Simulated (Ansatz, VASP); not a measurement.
Two plane-wave programs on Si

File INCAR:

```
SYSTEM = Si
ALGO = Normal ; EDIFF = 1E-7
ENCUT = 520 ; ISIF = 2
ISMEAR = 0 ; LASPH = .True.
LCHARG = .False. ; LREAL = .False.
LWAVE = .False. ; NBANDS = 8
NELM = 100 ; PREC = Accurate
SIGMA = 0.15
```

File KPOINTS:

```
k-points
0
Gamma
  24 24 24
  0 0 0
```

Contents of POSCAR:

```
Si
1.0
    2.5302366539      0.0000000000      0.0000000000
   -1.2651183270      2.3267904087      0.0000000000
    0.0000000000      0.0000000000      2.4707612611
Si
1
Direct
    0.0000000000      0.0000000000      0.0000000000
```

Input for Ansatz:

```yaml
crystal:
  lattice:
    - [2.5302366539, 0.0, 0.0]
    - [-1.265118327, 2.3267904087, 0.0]
    - [0.0, 0.0, 2.4707612611]
  atoms:
    - { symbol: Si, position: [0.0, 0.0, 0.0] }
basis:
  ecutwfc: 420
kpoints:
  mp_grid: { grid: [24, 24, 24] }
hamiltonian:
  xc: lda
scf:
  occupations: { method: gaussian, width: 0.15 }
output:
  forces: true
  stress: true
  eigenvalues: true
```

Change from the starting cell: strain -0.0300 x Voigt [1, -1, 0, 0, 0, 0], atoms carried along.

Alike in both runs: task single point; functional LDA; k mesh 24 × 24 × 24; occupations gaussian, width 0.15 eV; no spin polarisation.

```csv
,VASP,Ansatz
version,VASP 6.6.1,Ansatz 0.2.0
potentials or method,"VASP PAW LDA potentials, release 64 (Si), cutoff 520 eV","scalar-relativistic, plane waves, PAW"
valence electrons in the cell,4,4
```

|  | VASP | Ansatz | Ansatz less VASP |
| --- | --- | --- | --- |
| gap on the k mesh at the Fermi level (eV) | none | none | - |
| pressure (GPa) | 0.5 | 0.4 | -0.09 |
| traceless stress, the component that is largest in VASP (GPa) | 3.67 | 3.67 | -0.002 |

LDA's correlation is that of Perdew and Zunger in VASP and of Perdew and Wang (1992) in Ansatz. A gap of «none» marks a metal or a gap that the smearing closes.
